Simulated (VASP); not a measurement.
# Sc2Ta in VASP: notebook

The runs below take Sc2Ta through single point, relaxation of cell and atoms, with PBE.

All numbers are computed with VASP 6.6.1; they aren't measurements. Logs are shortened: lines on timing, memory, paths and dates and some standing lists are left out, and cuts for length are marked.

## (1) The cell of the first run

It takes space group P6/mmm (No. 191, hexagonal). The conventional cell has a = 5.029 Å, b = 5.029 Å, c = 2.871 Å, α = 90.00°, β = 90.00°, γ = 120.00°. Sc (site symmetry -6m2) has 5 Sc at 2.87 to 2.90 Å and 6 Ta at 3.24 Å within 3.8 Å. Ta (site symmetry 6/mmm) has 2 Ta at 2.87 Å and 12 Sc at 3.24 Å within 3.8 Å.

The cell was generated, and may not be a known phase.

## (2) Single point, PBE

File INCAR:

```
  PREC = Accurate
  ENCUT = 520
  EDIFF = 1E-6
  ISMEAR = 0
  SIGMA = 0.1
  LREAL = F
  LASPH = T
  NELM = 80
  ALGO = Fast
  ISIF = 2
  LWAVE = F
  LCHARG = T
  GGA = PE
  LELF = T
  LVHAR = T
  NBANDS = 24
```

File KPOINTS:

```
Automatic mesh
0
Gamma
  6 6 6
```

File POSCAR:

```
Sc2Ta
1.0
    5.0289849723      0.0000000000      0.0000000000
   -2.5144924862      4.3552287413      0.0000000000
    0.0000000000      0.0000000000      2.8705079361
Sc Ta
2 1
Direct
    0.3333333333      0.6666666667      0.5000000000
    0.6666666667      0.3333333333      0.5000000000
    0.0000000000      0.0000000000      0.0000000000
```

Potentials or basis: VASP PAW PBE potentials, release 64 (Sc_sv, Ta_pv).

Launch:

```
> cat potpaw_PBE.64/Sc_sv/POTCAR potpaw_PBE.64/Ta_pv/POTCAR > POTCAR
> mpirun -np 1 vasp_std > vasp.out
```

OUTCAR:

```text
PREC = Accurate
   ENCUT = 520
   EDIFF = 1E-6
   ISMEAR = 0
   LREAL = F
   LASPH = T
   NELM = 80
   ISIF = 2
   GGA = PE

 ion  position               nearest neighbor table
   1  0.333  0.667  0.500-   2 2.90   2 2.90   2 2.90   3 3.24   3 3.24   3 3.24   3 3.24   3 3.24
                             3 3.24
   2  0.667  0.333  0.500-   1 2.90   1 2.90   1 2.90   3 3.24   3 3.24   3 3.24   3 3.24   3 3.24
                             3 3.24
   3  0.000  0.000  0.000-   1 3.24   2 3.24   1 3.24   2 3.24   2 3.24   2 3.24   1 3.24   1 3.24
                             2 3.24   2 3.24   1 3.24   1 3.24

  LATTYP: Found a hexagonal cell.
 ALAT       =     5.0289849723
 C/A-ratio  =     0.5707927051

  Lattice vectors:

 A1 = (   5.0289849723,   0.0000000000,   0.0000000000)
 A2 = (  -2.5144924862,   4.3552287413,   0.0000000000)
 A3 = (   0.0000000000,   0.0000000000,   2.8705079361)

Analysis of symmetry for initial positions (statically):
=====================================================================
 Subroutine PRICEL returns:
 Original cell was already a primitive cell.

 Routine SETGRP: Setting up the symmetry group for a
 hexagonal supercell.

 Subroutine GETGRP returns: Found 24 space group operations
 (whereof 24 operations were pure point group operations)
 out of a pool of 24 trial point group operations.

The static configuration has the point symmetry D_6h.

Analysis of symmetry for dynamics (positions and initial velocities):
=====================================================================
 Subroutine PRICEL returns:
 Original cell was already a primitive cell.

 Routine SETGRP: Setting up the symmetry group for a
 hexagonal supercell.

 Subroutine GETGRP returns: Found 24 space group operations
 (whereof 24 operations were pure point group operations)
 out of a pool of 24 trial point group operations.

The dynamic configuration has the point symmetry D_6h.

 Subroutine INISYM returns: Found 24 space group operations
 (whereof 24 operations are pure point group operations),
 and found     1 'primitive' translations

----------------------------------------------------------------------------------------

                                     Primitive cell

  volume of cell :      62.8710

  direct lattice vectors                    reciprocal lattice vectors
     5.028984972  0.000000000  0.000000000     0.198847283  0.114804533  0.000000000
    -2.514492486  4.355228741  0.000000000     0.000000000  0.229609065  0.000000000
     0.000000000  0.000000000  2.870507936     0.000000000  0.000000000  0.348370401

  length of vectors
     5.028984972  5.028984972  2.870507936     0.229609065  0.229609065  0.348370401

  position of ions in fractional coordinates (direct lattice)
     0.333333333  0.666666667  0.500000000
     0.666666667  0.333333333  0.500000000
     0.000000000  0.000000000  0.000000000

  ion indices of the primitive-cell ions
   primitive index   ion index
                 1           1
                 2           2
                 3           3

----------------------------------------------------------------------------------------

 KPOINTS: Automatic mesh

Automatic generation of k-mesh.
 Grid dimensions read from file:
 generate k-points for:    6    6    6

 Generating k-lattice:

  Cartesian coordinates                     Fractional coordinates (reciprocal lattice)
     0.033141214  0.019134089  0.000000000     0.166666667  0.000000000  0.000000000
     0.000000000  0.038268178  0.000000000     0.000000000  0.166666667  0.000000000
     0.000000000  0.000000000  0.058061733     0.000000000  0.000000000  0.166666667

  Length of vectors
     0.038268178  0.038268178  0.058061733

  Shift w.r.t. Gamma in fractional coordinates (k-lattice)
     0.000000000  0.000000000  0.000000000

 Subroutine IBZKPT returns following result:
 ===========================================

 Found     28 irreducible k-points:

 Following reciprocal coordinates:
            Coordinates               Weight
  0.000000  0.000000  0.000000      1.000000
  0.166667  0.000000  0.000000      6.000000
  0.333333  0.000000  0.000000      6.000000
  0.500000  0.000000  0.000000      3.000000
  0.166667  0.166667  0.000000      6.000000
  0.333333  0.166667  0.000000     12.000000
[... 16 lines left out ...]
  0.166667  0.000000  0.500000      6.000000
  0.333333  0.000000  0.500000      6.000000
 [... further k-points ...]
   k-points           NKPTS =     28   k-points in BZ     NKDIM =     28   number of bands    NBANDS=     24
   number of dos      NEDOS =    301   number of ions     NIONS =      3
   total plane-waves  NPLWV =  38400
   dimension x,y,z NGX =    40 NGY =   40 NGZ =   24
   dimension x,y,z NGXF=    80 NGYF=   80 NGZF=   48
   ions per type =               2   1
   NGX,Y,Z   is equivalent  to a cutoff of  13.22, 13.22, 13.90 a.u.
   NGXF,Y,Z  is equivalent  to a cutoff of  26.45, 26.45, 27.80 a.u.
 SYSTEM =  unknown system
   PREC   = accura    normal or accurate (medium, high low for compatibility)
   ISTART =      0    job   : 0-new  1-cont  2-samecut
   ICHARG =      2    charge: 1-file 2-atom 10-const
   ISPIN  =      1    spin polarized calculation?
   LNONCOLLINEAR =      F non collinear calculations
   LSORBIT =      F    spin-orbit coupling
   LASPH  =      T    aspherical Exc in radial PAW
   ENCUT  =  520.0 eV  38.22 Ry    6.18 a.u.   9.35  9.35  5.34*2*pi/ulx,y,z
   NELM   =     80;   NELMIN=  2; NELMDL= -5     # of ELM steps
   EDIFF  = 0.1E-05   stopping-criterion for ELM
   LREAL  =      F    real-space projection
   EDIFFG = 0.1E-04   stopping-criterion for IOM
   NSW    =      0    number of steps for IOM
   IBRION =     -1    ionic relax: 0-MD 1-quasi-New 2-CG
   NFREE  =      0    steps in history (QN), initial steepest desc. (CG)
   ISIF   =      2    stress and relaxation
   ISYM   =      2    0-nonsym 1-usesym 2-fastsym
   POTIM  = 0.5000    time-step for ionic-motion
   TEBEG  =    0.0;   TEEND  =   0.0 temperature during run
   PSTRESS=    0.0 pullay stress
   NELECT =      33.0000    total number of electrons
   NUPDOWN=      -1.0000    fix difference up-down
   EMIN   =  10.00;   EMAX   =-10.00  energy-range for DOS
   EFERMI =   0.00;   METHOD = LEGACY
   ISMEAR =     0;   SIGMA  =   0.10  broadening in eV -4-tet -1-fermi 0-gaus
   EFERMI_NEDOS =   21; number of points for ismear=-14 and -15
   IALGO  =     68    algorithm
   IMIX   =      4    mixing-type and parameters
     AMIX     =   0.40;   BMIX     =  1.00
     AMIX_MAG =   1.60;   BMIX_MAG =  1.00
  volume/ion in A,a.u.               =      20.96       141.42
  Fermi-wavevector in a.u.,A,eV,Ry     =   1.320574  2.495523 23.727419  1.743916
  Thomas-Fermi vector in A             =   2.450390
   LORBIT       =      0    0 simple, 1 ext, 2 COOP (PROOUT), +10 PAW based schemes
   GGA     = PE    functional components
   LHFCALC =     F    Hartree Fock is set to
   AEXX    =    0.0000 exact exchange contribution
   IVDW    =     0    specifies the selected vdW correction
   LEPSILON=     F    determine dielectric tensor
   LRPA    =     F    only Hartree local field effects (RPA)
 non-spin polarized calculation
 RMM-DIIS sequential band-by-band and
 Gauss-broadening in eV      SIGMA  =   0.10
  energy-cutoff  :      520.00
  volume of cell :       62.87
 maximum number of plane-waves:      1715
 NGX is ok and might be reduce to    40
   NGX = 19   NGY = 19   NGZ = 11

 number of electron      33.0000003 magnetization

 Free energy of the ion-electron system (eV)
  ---------------------------------------------------
  ext. energy  EPLUGINS =         0.00000000
  ---------------------------------------------------
  free energy    TOTEN  =       -23.76353294 eV

  energy without entropy =      -23.74122417  energy(sigma->0) =      -23.75237856

 E-fermi :   4.5806     XC(G=0): -10.9918

 val. band max:        4.5631359396   @ k =   0.3333   0.3333   0.1667
 cond. band min:       4.5812094086   @ k =   0.3333   0.3333   0.0000
 fundamental gap:      0.0180734689
 Fermi energy:         4.5805548719

 k-point     1 :       0.0000    0.0000    0.0000
  band No.  band energies     occupation
      1     -44.6080      2.00000
      2     -44.4898      2.00000
      3     -29.5366      2.00000
      4     -29.5366      2.00000
      5     -29.0089      2.00000
      6     -23.3750      2.00000
[... 16 lines left out ...]
     23       7.6319      0.00000
     24       7.7317      0.00000

 k-point     2 :       0.1667    0.0000    0.0000
  band No.  band energies     occupation
      1     -44.6012      2.00000
      2     -44.4969      2.00000
      3     -29.5371      2.00000
      4     -29.5363      2.00000
      5     -29.0088      2.00000
      6     -23.3823      2.00000
[... 16 lines left out ...]
     23       7.3786      0.00000
     24       8.1626      0.00000

 k-point     3 :       0.3333    0.0000    0.0000
  band No.  band energies     occupation
      1     -44.5834      2.00000
      2     -44.5150      2.00000
      3     -29.5379      2.00000
      4     -29.5354      2.00000
      5     -29.0087      2.00000
      6     -23.3959      2.00000
[... 16 lines left out ...]
     23       7.4091      0.00000
     24       8.4817      0.00000

 k-point     4 :       0.5000    0.0000    0.0000
  band No.  band energies     occupation
      1     -44.5691      2.00000
      2     -44.5295      2.00000
      3     -29.5384      2.00000
      4     -29.5350      2.00000
      5     -29.0086      2.00000
      6     -23.4024      2.00000
[... 16 lines left out ...]
     23       7.8372      0.00000
     24       8.0009      0.00000

 k-point     5 :       0.1667    0.1667    0.0000
  band No.  band energies     occupation
      1     -44.5886      2.00000
      2     -44.5097      2.00000
      3     -29.5375      2.00000
      4     -29.5359      2.00000
      5     -29.0087      2.00000
      6     -23.3991      2.00000
[... 16 lines left out ...]
     23       7.2208      0.00000
     24       8.5940      0.00000

 k-point     6 :       0.3333    0.1667    0.0000
  band No.  band energies     occupation
      1     -44.5690      2.00000
      2     -44.5295      2.00000
      3     -29.5377      2.00000
      4     -29.5355      2.00000
      5     -29.0086      2.00000
      6     -23.4178      2.00000
[... 16 lines left out ...]
     23       7.7408      0.00000
     24       7.9766      0.00000
[... 379 lines left out ...]
 k-point    21 :       0.3333    0.3333    0.3333
  band No.  band energies     occupation
      1     -44.4831      2.00000
      2     -44.4831      2.00000
      3     -29.5751      2.00000
      4     -29.4737      2.00000
      5     -29.4737      2.00000
      6     -23.4384      2.00000
[... 16 lines left out ...]
     23       7.4078      0.00000
     24       8.3559      0.00000

 k-point    22 :       0.0000    0.0000    0.5000
  band No.  band energies     occupation
      1     -44.5171      2.00000
      2     -44.4041      2.00000
      3     -29.7513      2.00000
      4     -29.4504      2.00000
      5     -29.4504      2.00000
      6     -23.6681      2.00000
[... 16 lines left out ...]
     23       8.5452      0.00000
     24       8.9900      0.00000

 k-point    23 :       0.1667    0.0000    0.5000
  band No.  band energies     occupation
      1     -44.5105      2.00000
      2     -44.4108      2.00000
      3     -29.7519      2.00000
      4     -29.4513      2.00000
      5     -29.4505      2.00000
      6     -23.6586      2.00000
[... 16 lines left out ...]
     23       8.4430      0.00000
     24       8.6162      0.00000

 k-point    24 :       0.3333    0.0000    0.5000
  band No.  band energies     occupation
      1     -44.4933      2.00000
      2     -44.4281      2.00000
      3     -29.7530      2.00000
      4     -29.4530      2.00000
      5     -29.4508      2.00000
      6     -23.6351      2.00000
[... 16 lines left out ...]
     23       8.1310      0.00000
     24       8.3624      0.00000

 [... further k-points ...]

------------------------ aborting loop because EDIFF is reached ----------------------------------------

  FORCE on cell =-STRESS in cart. coord.  units (eV):
  Direction    XX          YY          ZZ          XY          YZ          ZX
  --------------------------------------------------------------------------------------
  -------------------------------------------------------------------------------------
  Total        0.0154307      0.0154307     -0.0195459     -0.0000000      0.0000000      0.0000000
  in kB        0.3932291      0.3932291     -0.4980983     -0.0000000      0.0000000      0.0000000
  external PRESSURE =       0.0961200 kB  Pullay stress =       0.0000000 kB

 VOLUME and BASIS-vectors are now :
 -----------------------------------------------------------------------------
  energy-cutoff  :      520.00
  volume of cell :       62.87
      direct lattice vectors                 reciprocal lattice vectors
     5.028984972  0.000000000  0.000000000     0.198847283  0.114804533  0.000000000
    -2.514492486  4.355228741  0.000000000     0.000000000  0.229609065  0.000000000
     0.000000000  0.000000000  2.870507936     0.000000000  0.000000000  0.348370401

 POSITION                                       TOTAL-FORCE (eV/Angst)
 -----------------------------------------------------------------------------------
     -0.00000      2.90349      1.43525        -0.000000      0.000000      0.000000
      2.51449      1.45174      1.43525         0.000000     -0.000000      0.000000
      0.00000      0.00000      0.00000         0.000000      0.000000      0.000000
 -----------------------------------------------------------------------------------
    total drift:                                0.000000      0.000000      0.000000

  FREE ENERGIE OF THE ION-ELECTRON SYSTEM (eV)
  ---------------------------------------------------
  free  energy   TOTEN  =       -23.7635329404 eV

  energy  without entropy=      -23.7412241746  energy(sigma->0) =      -23.75237856
```

Run time: 2.9 min. Hardware: 1 thread of AMD EPYC, shared host; peak memory 0.18 GiB.

Results:

```
Free energy            : -23.7635 eV
Pressure               : 0.0 GPa
Band gap on the k mesh : zero (an odd number of electrons rules out a gap without spin polarisation)
```

Caveat: the k points lie up to 0.36 Å⁻¹ apart, too coarse for converged energies and pressures of a metal; spin-orbit coupling is left out, which moves the levels of the heavy elements.

## (3) Relaxation of cell and atoms, PBE

This run uses another cell than the first one, of 15.48 Å³/atom.

File INCAR:

```
SYSTEM = Sc2Ta
ALGO = Normal ; EDIFF = 1E-7
EDIFFG = -0.04 ; ENCUT = 600
GGA = PE ; IBRION = 2
ISIF = 3 ; ISMEAR = 0
LASPH = .TRUE. ; LCHARG = .FALSE.
LREAL = .FALSE. ; LWAVE = .FALSE.
NELM = 100 ; NSW = 90
PREC = Accurate ; SIGMA = 0.1
```

File KPOINTS:

```
k-points
0
G
  6 6 4
  0 0 0
```

File POSCAR:

```
Sc2Ta
1.0
    3.7292296700      0.0000000000      0.0000000000
   -1.8646148400      3.2296076300      0.0000000000
    0.0000000000      0.0000000000      3.8547928800
Sc Ta
2 1
Direct
    0.3333333300      0.6666666700      0.5000000000
    0.6666666700      0.3333333300      0.5000000000
    0.0000000000      0.0000000000      0.0000000000
```

Potentials or basis: VASP PAW PBE potentials, release 64 (Sc_sv, Ta_pv).

Launch:

```
> cat potpaw_PBE.64/Sc_sv/POTCAR potpaw_PBE.64/Ta_pv/POTCAR > POTCAR
> mpirun -np 1 vasp_std > vasp.out
```

It took 13 min on 1 thread of AMD EPYC, shared host; peak memory 0.17 GiB.

Results (log left out):

```
Free energy                           : -23.7870 eV
Relaxed volume                        : 20.92 Å³/atom
Relaxed cell                          : a = 4.963 Å, b = 4.963 Å, c = 2.942 Å, α = 90.00°, β = 90.00°, γ = 120.00°
Space group after relaxing (to 0.1 Å) : P6/mmm (No. 191)
Pressure after relaxing               : 0.0 GPa
Band gap on the k mesh                : zero (an odd number of electrons rules out a gap without spin polarisation)
```

Stress tensor (GPa, compression positive):
```
-0.04  0.00  0.00
 0.00 -0.04  0.00
 0.00  0.00  0.15
```

Final structure:
```cif
data_structure
_symmetry_space_group_name_H-M 'P 1'
_symmetry_Int_Tables_number 1
_cell_length_a 4.9630
_cell_length_b 4.9630
_cell_length_c 2.9424
_cell_angle_alpha 90.000
_cell_angle_beta 90.000
_cell_angle_gamma 120.000
_cell_volume 62.76
loop_
_atom_site_label
_atom_site_type_symbol
_atom_site_fract_x
_atom_site_fract_y
_atom_site_fract_z
_atom_site_occupancy
Sc1 Sc 0.33333 0.66667 0.50000 1
Sc2 Sc 0.66667 0.33333 0.50000 1
Ta1 Ta 0.00000 0.00000 0.00000 1
```

Levels at points of the mesh, in eV from the Fermi level:
| k point | band 15 | band 16 | band 17 | band 18 | band 19 | band 20 |
| --- | --- | --- | --- | --- | --- | --- |
| (0.00, 0.00, 0.00) | -0.85 | -0.17 | -0.17 | 0.47 | 0.93 | 1.99 |
| (0.50, 0.00, 0.00) | -0.51 | -0.11 | 0.39 | 0.44 | 0.86 | 0.87 |
| (0.00, 0.00, 0.50) | -1.75 | -1.75 | -1.53 | 1.54 | 1.54 | 2.17 |
| (0.50, 0.00, 0.50) | -1.04 | -0.22 | 0.19 | 0.50 | 0.81 | 1.33 |

Caveat: the k points lie up to 0.53 Å⁻¹ apart in the final cell, too coarse for converged energies and pressures of a metal; the volume moved by over 15 % at a fixed basis, so the end points are rough; spin-orbit coupling is left out, which moves the levels of the heavy elements.

## (4) Relaxation of cell and atoms, PBE

This run uses another cell than the first one, of 20.91 Å³/atom.

File INCAR:

```
PREC = Accurate
ENCUT = 600
EDIFF = 1E-7
ISMEAR = 0
SIGMA = 0.1
LREAL = False
LASPH = True
NELM = 60
ALGO = Normal
ISIF = 3
LWAVE = False
LCHARG = False
GGA = PE
IBRION = 2
NSW = 90
EDIFFG = -0.04
```

File KPOINTS:

```
regular mesh
0
Gamma
  6 6 6
```

File POSCAR:

```
Sc2Ta
1.0
    4.9634237704      0.0000000000      0.0000000000
   -2.4817118852      4.2984510749      0.0000000000
    0.0000000000      0.0000000000      2.9397261518
Sc Ta
2 1
Direct
    0.3333333333      0.6666666667      0.5000000000
    0.6666666667      0.3333333333      0.5000000000
    0.0000000000      0.0000000000      0.0000000000
```

Launch:

```
> cat potpaw_PBE.64/Sc_sv/POTCAR potpaw_PBE.64/Ta_pv/POTCAR > POTCAR
> mpirun -np 1 vasp_std > vasp.out
```

Run time: 9.9 min. Hardware: 1 thread of AMD EPYC, shared host; peak memory 0.19 GiB.

Results (log left out):

- Free energy: -23.7643 eV
- Relaxed volume: 21.01 Å³/atom
- Relaxed cell: a = 5.037 Å, b = 5.037 Å, c = 2.869 Å, α = 90.00°, β = 90.00°, γ = 120.00°
- Space group after relaxing (to 0.1 Å): P6/mmm (No. 191)
- Energy gained by relaxing: 1.9 meV/atom
- Ionic steps: 8
- Pressure after relaxing: -0.2 GPa
- Band gap on the k mesh: zero (an odd number of electrons rules out a gap without spin polarisation)

The path:
```tsv
step	energy change (eV)	largest force (eV/Å)	pressure (GPa)	volume (Å³)
1	0.0000	0.0000	0.40	62.72
2	-0.0008	0.0000	-0.31	63.20
3	-0.0009	0.0000	-0.23	63.14
4	-0.0019	0.0000	-0.23	63.13
5	-0.0049	0.0000	-0.23	63.08
6	0.0009	0.0000	-0.14	62.93
7	-0.0055	0.0000	-0.22	63.05
8	-0.0056	0.0000	-0.21	63.04
```

Final structure:
```
Sc Ta
1.0
     5.03676    0.00000    0.00000
    -2.51838    4.36196    0.00000
     0.00000    0.00000    2.86939
Sc Ta
2 1
Direct
  0.33333 0.66667 0.50000
  0.66667 0.33333 0.50000
  0.00000 0.00000 0.00000
```

Levels at points of the mesh, in eV from the Fermi level:
| k point | band 14 | band 15 | band 16 | band 17 | band 18 | band 19 | band 20 |
| --- | --- | --- | --- | --- | --- | --- | --- |
| (0.00, 0.00, 0.00) | -0.88 | -0.88 | -0.24 | -0.24 | 0.23 | 0.66 | 1.92 |
| (0.50, 0.00, 0.00) | -2.58 | -0.66 | -0.16 | 0.30 | 0.36 | 0.64 | 0.71 |
| (0.00, 0.00, 0.50) | -1.78 | -1.71 | -1.71 | -1.34 | 1.36 | 1.36 | 2.21 |
| (0.50, 0.00, 0.50) | -1.42 | -1.11 | -0.19 | 0.38 | 0.52 | 0.96 | 1.42 |

Caveat: spin-orbit coupling is left out, which moves the levels of the heavy elements.

[end of part 1 of 2]

The gap in the log of VASP goes by the Fermi energy; the results here count the filled bands.